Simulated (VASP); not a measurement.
# AlMo7S16 (a cell with a defect) in VASP: single point with PBE

Aim: the single point of AlMo7S16 (a cell with a defect) with PBE.

Program: VASP 6.6.1. These are calculated values, not measurements. Logs are shortened: lines on timing, memory, paths and dates and some standing lists are left out, and cuts for length are marked.

### 1 The cell of the first run

The cell holds a defect, 24 atoms: a = 6.338 Å, b = 6.338 Å, c = 12.324 Å, α = 90.00°, β = 90.00°, γ = 120.00°.

### 2 Single point, PBE

File INCAR:

```
PREC     = Accurate       # precision mode
ENCUT    = 520            # plane-wave cutoff, eV
EDIFF    = 1E-7           # SCF threshold, eV
ISMEAR   = -1             # smearing method
SIGMA    = 0.01           # smearing width, eV
LREAL    = Auto         
LASPH    = True           # aspherical terms in the spheres
NELM     = 100            # most SCF steps
ALGO     = Normal         # electronic algorithm
ISIF     = 2              # what is computed and relaxed
LWAVE    = False          # write WAVECAR
LCHARG   = False          # write CHGCAR
GGA      = PE             # functional
NELECT   = 198.0        
NBANDS   = 116            # bands
```

File KPOINTS:

```
regular mesh
0
Gamma
  4 4 2
```

File POSCAR:

```
AlMo7S16
1.0
    6.3380000000      0.0000000000      0.0000000000
   -3.1690000000      5.4888690092      0.0000000000
    0.0000000000      0.0000000000     12.3240000000
Al Mo S
1 7 16
Direct
    0.1666666667      0.3333333333      0.2500000000
    0.1628120634      0.8314060317      0.2500000000
    0.6685939683      0.3371879366      0.2500000000
    0.6685939683      0.8314060317      0.2500000000
    0.3333197643      0.1666802357      0.7500000000
    0.3333197643      0.6666395285      0.7500000000
    0.8333604715      0.1666802357      0.7500000000
    0.8333333333      0.6666666667      0.7500000000
    0.1666666667      0.3333333333      0.6229472619
    0.1669285973      0.8334642986      0.6228470378
    0.6665357014      0.3330714027      0.6228470378
    0.6665357014      0.8334642986      0.6228470378
    0.3319368201      0.1680631799      0.1258179216
    0.3319368201      0.6638736403      0.1258179216
    0.8361263597      0.1680631799      0.1258179216
    0.8333333333      0.6666666667      0.1220802871
    0.1666666667      0.3333333333      0.8770527381
    0.1669285973      0.8334642986      0.8771529622
    0.6665357014      0.3330714027      0.8771529622
    0.6665357014      0.8334642986      0.8771529622
    0.3319368201      0.1680631799      0.3741820784
    0.3319368201      0.6638736403      0.3741820784
    0.8361263597      0.1680631799      0.3741820784
    0.8333333333      0.6666666667      0.3779197129
```

Potentials or basis: VASP PAW PBE potentials, release 64 (Al, Mo_sv, S).

The run is started by

```
$ cat potpaw_PBE.64/Al/POTCAR potpaw_PBE.64/Mo_sv/POTCAR potpaw_PBE.64/S/POTCAR > POTCAR
$ mpirun -np 1 vasp_std > vasp.out
```

OUTCAR:

```text
PREC = Accurate
   ENCUT = 520
   EDIFF = 1E-7
   ISMEAR = -1
   LREAL = Auto
   LASPH = True
   NELM = 100
   ISIF = 2
   GGA = PE
   NELECT = 198.0

 ion  position               nearest neighbor table
   1  0.167  0.333  0.250-  13 2.37  21 2.37  15 2.37  23 2.37  22 2.37  14 2.37   3 3.17   2 3.17
                             4 3.17   4 3.17   3 3.17   2 3.17
   2  0.163  0.831  0.250-  16 2.40  24 2.40  22 2.40  14 2.40  13 2.40  21 2.40   4 3.13   3 3.13
                             1 3.17   1 3.17   4 3.21   3 3.21
   3  0.669  0.337  0.250-  16 2.40  24 2.40  23 2.40  15 2.40  13 2.40  21 2.40   2 3.13   4 3.13
                             1 3.17   1 3.17   4 3.21   2 3.21
   4  0.669  0.831  0.250-  16 2.40  24 2.40  22 2.40  14 2.40  23 2.40  15 2.40   2 3.13   3 3.13
                             1 3.17   1 3.17   2 3.21   3 3.21
   5  0.333  0.167  0.750-   9 2.41  17 2.41  11 2.41  19 2.41  18 2.41  10 2.41   7 3.17   6 3.17
                             8 3.17   8 3.17   7 3.17   6 3.17
   6  0.333  0.667  0.750-   9 2.41  17 2.41  12 2.41  10 2.41  18 2.41  20 2.41   5 3.17   7 3.17
                             8 3.17   8 3.17   5 3.17   7 3.17
   7  0.833  0.167  0.750-   9 2.41  17 2.41  11 2.41  19 2.41  12 2.41  20 2.41   5 3.17   6 3.17
                             8 3.17   8 3.17   5 3.17   6 3.17
   8  0.833  0.667  0.750-  12 2.41  20 2.41  18 2.41  10 2.41  19 2.41  11 2.41   6 3.17   7 3.17
                             5 3.17   5 3.17   6 3.17   7 3.17
   9  0.167  0.333  0.623-   5 2.41   7 2.41   6 2.41
  10  0.167  0.833  0.623-   6 2.41   5 2.41   8 2.41
  11  0.667  0.333  0.623-   5 2.41   7 2.41   8 2.41
  12  0.667  0.833  0.623-   6 2.41   7 2.41   8 2.41
  13  0.332  0.168  0.126-   1 2.37   3 2.40   2 2.40
  14  0.332  0.664  0.126-   1 2.37   2 2.40   4 2.40
[... 8 lines left out ...]
  23  0.836  0.168  0.374-   1 2.37   3 2.40   4 2.40
  24  0.833  0.667  0.378-   4 2.40   2 2.40   3 2.40

  LATTYP: Found a hexagonal cell.
 ALAT       =     6.3380000000
 C/A-ratio  =     1.9444619754

  Lattice vectors:

 A1 = (   6.3380000000,   0.0000000000,   0.0000000000)
 A2 = (  -3.1690000000,   5.4888690092,   0.0000000000)
 A3 = (   0.0000000000,   0.0000000000,  12.3240000000)

Analysis of symmetry for initial positions (statically):
=====================================================================
 Subroutine PRICEL returns:
 Original cell was already a primitive cell.

 Routine SETGRP: Setting up the symmetry group for a
 hexagonal supercell.

 Subroutine GETGRP returns: Found 12 space group operations
 (whereof  2 operations were pure point group operations)
 out of a pool of 24 trial point group operations.

The static configuration has the point symmetry C_1h.
 The point group associated with its full space group is D_3h.

Analysis of symmetry for dynamics (positions and initial velocities):
=====================================================================
 Subroutine PRICEL returns:
 Original cell was already a primitive cell.

 Routine SETGRP: Setting up the symmetry group for a
 hexagonal supercell.

 Subroutine GETGRP returns: Found 12 space group operations
 (whereof  2 operations were pure point group operations)
 out of a pool of 24 trial point group operations.

The dynamic configuration has the point symmetry C_1h.
 The point group associated with its full space group is D_3h.

 Subroutine INISYM returns: Found 12 space group operations
 (whereof  2 operations are pure point group operations),
 and found     1 'primitive' translations

----------------------------------------------------------------------------------------

                                     Primitive cell

  volume of cell :     428.7329

  direct lattice vectors                    reciprocal lattice vectors
     6.338000000  0.000000000  0.000000000     0.157778479  0.091093447  0.000000000
    -3.169000000  5.488869009  0.000000000     0.000000000  0.182186895  0.000000000
     0.000000000  0.000000000 12.324000000     0.000000000  0.000000000  0.081142486

  length of vectors
     6.338000000  6.338000000 12.324000000     0.182186895  0.182186895  0.081142486

  position of ions in fractional coordinates (direct lattice)
     0.166666667  0.333333333  0.250000000
     0.162812063  0.831406032  0.250000000
     0.668593968  0.337187937  0.250000000
     0.668593968  0.831406032  0.250000000
     0.333319764  0.166680236  0.750000000
     0.333319764  0.666639528  0.750000000
[... 16 lines left out ...]
     0.836126360  0.168063180  0.374182078
     0.833333333  0.666666667  0.377919713

  ion indices of the primitive-cell ions
   primitive index   ion index
                 1           1
                 2           2
                 3           3
                 4           4
                 5           5
                 6           6
[... 16 lines left out ...]
                23          23
                24          24

----------------------------------------------------------------------------------------

 KPOINTS: regular mesh

Automatic generation of k-mesh.
 Grid dimensions read from file:
 generate k-points for:    4    4    2

 Generating k-lattice:

  Cartesian coordinates                     Fractional coordinates (reciprocal lattice)
     0.039444620  0.022773362  0.000000000     0.250000000 -0.000000000  0.000000000
     0.000000000  0.045546724  0.000000000     0.000000000  0.250000000  0.000000000
     0.000000000  0.000000000  0.040571243     0.000000000  0.000000000  0.500000000

  Length of vectors
     0.045546724  0.045546724  0.040571243

  Shift w.r.t. Gamma in fractional coordinates (k-lattice)
     0.000000000  0.000000000  0.000000000

 Subroutine IBZKPT returns following result:
 ===========================================

 Found      8 irreducible k-points:

 Following reciprocal coordinates:
            Coordinates               Weight
  0.000000  0.000000  0.000000      1.000000
  0.250000  0.000000  0.000000      6.000000
  0.500000  0.000000  0.000000      3.000000
  0.250000  0.250000  0.000000      6.000000
  0.000000  0.000000  0.500000      1.000000
  0.250000  0.000000  0.500000      6.000000
  0.500000  0.000000  0.500000      3.000000
  0.250000  0.250000  0.500000      6.000000
   k-points           NKPTS =      8   k-points in BZ     NKDIM =      8   number of bands    NBANDS=    116
   number of dos      NEDOS =    301   number of ions     NIONS =     24
   total plane-waves  NPLWV = 221184
   dimension x,y,z NGX =    48 NGY =   48 NGZ =   96
   dimension x,y,z NGXF=    96 NGYF=   96 NGZF=  192
   ions per type =               1   7  16
   NGX,Y,Z   is equivalent  to a cutoff of  12.59, 12.59, 12.95 a.u.
   NGXF,Y,Z  is equivalent  to a cutoff of  25.18, 25.18, 25.90 a.u.
 SYSTEM =  unknown system
   PREC   = accura    normal or accurate (medium, high low for compatibility)
   ISTART =      0    job   : 0-new  1-cont  2-samecut
   ICHARG =      2    charge: 1-file 2-atom 10-const
   ISPIN  =      1    spin polarized calculation?
   LNONCOLLINEAR =      F non collinear calculations
   LSORBIT =      F    spin-orbit coupling
   LASPH  =      T    aspherical Exc in radial PAW
   ENCUT  =  520.0 eV  38.22 Ry    6.18 a.u.  11.78 11.78 22.91*2*pi/ulx,y,z
   NELM   =    100;   NELMIN=  2; NELMDL= -5     # of ELM steps
   EDIFF  = 0.1E-06   stopping-criterion for ELM
   LREAL  =      T    real-space projection
   EDIFFG = 0.1E-05   stopping-criterion for IOM
   NSW    =      0    number of steps for IOM
   IBRION =     -1    ionic relax: 0-MD 1-quasi-New 2-CG
   NFREE  =      0    steps in history (QN), initial steepest desc. (CG)
   ISIF   =      2    stress and relaxation
   ISYM   =      2    0-nonsym 1-usesym 2-fastsym
   POTIM  = 0.5000    time-step for ionic-motion
   TEBEG  =    0.0;   TEEND  =   0.0 temperature during run
   PSTRESS=    0.0 pullay stress
   NELECT =     198.0000    total number of electrons
   NUPDOWN=      -1.0000    fix difference up-down
   EMIN   =  10.00;   EMAX   =-10.00  energy-range for DOS
   EFERMI =   0.00;   METHOD = LEGACY
   ISMEAR =    -1;   SIGMA  =   0.01  broadening in eV -4-tet -1-fermi 0-gaus
   EFERMI_NEDOS =   21; number of points for ismear=-14 and -15
   IALGO  =     38    algorithm
   IMIX   =      4    mixing-type and parameters
     AMIX     =   0.40;   BMIX     =  1.00
     AMIX_MAG =   1.60;   BMIX_MAG =  1.00
  volume/ion in A,a.u.               =      17.86       120.55
  Fermi-wavevector in a.u.,A,eV,Ry     =   1.265419  2.391295 21.786803  1.601285
  Thomas-Fermi vector in A             =   2.398673
   LORBIT       =      0    0 simple, 1 ext, 2 COOP (PROOUT), +10 PAW based schemes
   GGA     = PE    functional components
   LHFCALC =     F    Hartree Fock is set to
   AEXX    =    0.0000 exact exchange contribution
   IVDW    =     0    specifies the selected vdW correction
   LEPSILON=     F    determine dielectric tensor
   LRPA    =     F    only Hartree local field effects (RPA)
 non-spin polarized calculation
  energy-cutoff  :      520.00
  volume of cell :      428.73
 maximum number of plane-waves:     11595
 NGX is ok and might be reduce to    48
   NGX = 23   NGY = 23   NGZ = 45

 number of electron     197.9999991 magnetization

 Free energy of the ion-electron system (eV)
  ---------------------------------------------------
  ext. energy  EPLUGINS =         0.00000000
  ---------------------------------------------------
  free energy    TOTEN  =      -156.81499850 eV

  energy without entropy =     -156.81493058  energy(sigma->0) =     -156.81496454

 E-fermi :   7.5097     XC(G=0): -10.7298

 val. band max:        7.4425229699   @ k =   0.2500   0.2500   0.5000
 cond. band min:       7.5697438642   @ k =   0.5000   0.0000   0.0000
 fundamental gap:      0.1272208943
 Fermi energy:         7.5096532248

 k-point     1 :       0.0000    0.0000    0.0000
  band No.  band energies     occupation
      1     -54.6472      2.00000
      2     -54.6077      2.00000
      3     -54.6073      2.00000
      4     -54.6073      2.00000
      5     -53.7115      2.00000
      6     -53.6809      2.00000
[... 103 lines left out ...]
    110       9.1876      0.00000
    111       9.4116      0.00000
[... 796 lines left out ...]
    110       9.0848      0.00000
    111       9.2637      0.00000
 [bands above 111 left out]

------------------------ aborting loop because EDIFF is reached ----------------------------------------

  FORCE on cell =-STRESS in cart. coord.  units (eV):
  Direction    XX          YY          ZZ          XY          YZ          ZX
  --------------------------------------------------------------------------------------
  -------------------------------------------------------------------------------------
  Total       24.4219878     24.4219878     17.4482395      0.0000000      0.0000000     -0.0000000
  in kB       91.2651140     91.2651140     65.2041750      0.0000000      0.0000000     -0.0000000
  external PRESSURE =      82.5781343 kB  Pullay stress =       0.0000000 kB

 VOLUME and BASIS-vectors are now :
 -----------------------------------------------------------------------------
  energy-cutoff  :      520.00
  volume of cell :      428.73
      direct lattice vectors                 reciprocal lattice vectors
     6.338000000  0.000000000  0.000000000     0.157778479  0.091093447  0.000000000
    -3.169000000  5.488869009  0.000000000     0.000000000  0.182186895  0.000000000
     0.000000000  0.000000000 12.324000000     0.000000000  0.000000000  0.081142486

 POSITION                                       TOTAL-FORCE (eV/Angst)
 -----------------------------------------------------------------------------------
      0.00000      1.82962      3.08100         0.000000      0.000000     -0.000000
     -1.60282      4.56348      3.08100        -0.012408     -0.007164     -0.000000
      3.16900      1.85078      3.08100         0.000000      0.014327     -0.000000
      1.60282      4.56348      3.08100         0.012408     -0.007164     -0.000000
      1.58437      0.91489      9.24300         0.007147     -0.004126     -0.000000
      0.00000      3.65910      9.24300         0.000000      0.008252     -0.000000
[... 16 lines left out ...]
      4.76678      0.92248      4.61142        -0.008297     -0.004790     -0.021589
      3.16900      3.65925      4.65748         0.000000      0.000000     -0.001996
 -----------------------------------------------------------------------------------
    total drift:                                0.000002     -0.000001      0.000000

  FREE ENERGIE OF THE ION-ELECTRON SYSTEM (eV)
  ---------------------------------------------------
  free  energy   TOTEN  =      -156.8149985019 eV

  energy  without entropy=     -156.8149305785  energy(sigma->0) =     -156.81496454
```

Wall time 15 min (1 thread of AMD EPYC 7R43 (Zen 3), shared host); peak memory 0.58 GiB.

What came out:

```
Free energy   : -156.8150 eV
Largest force : 0.024 eV/Å
```

Forces in eV/Å, atoms in the order of the input:
```
Al   0.000  0.000  0.000
Mo  -0.012 -0.007  0.000
Mo   0.000  0.014  0.000
Mo   0.012 -0.007  0.000
Mo   0.007 -0.004  0.000
Mo   0.000  0.008  0.000
Mo  -0.007 -0.004  0.000
Mo   0.000  0.000  0.000
S    0.000  0.000  0.014
S   -0.002 -0.001  0.008
S    0.000  0.002  0.008
S    0.002 -0.001  0.008
S    0.008 -0.005  0.022
S    0.000  0.010  0.022
S   -0.008 -0.005  0.022
S    0.000  0.000  0.002
S    0.000  0.000 -0.014
S   -0.002 -0.001 -0.008
S    0.000  0.002 -0.008
S    0.002 -0.001 -0.008
S    0.008 -0.005 -0.022
S    0.000  0.010 -0.022
S   -0.008 -0.005 -0.022
S    0.000  0.000 -0.002
```

Caveat: the cell carries a net charge on a neutralising background, which shifts energy and pressure; the cell is charged against a uniform background, so pressure and absolute levels hang on convention.
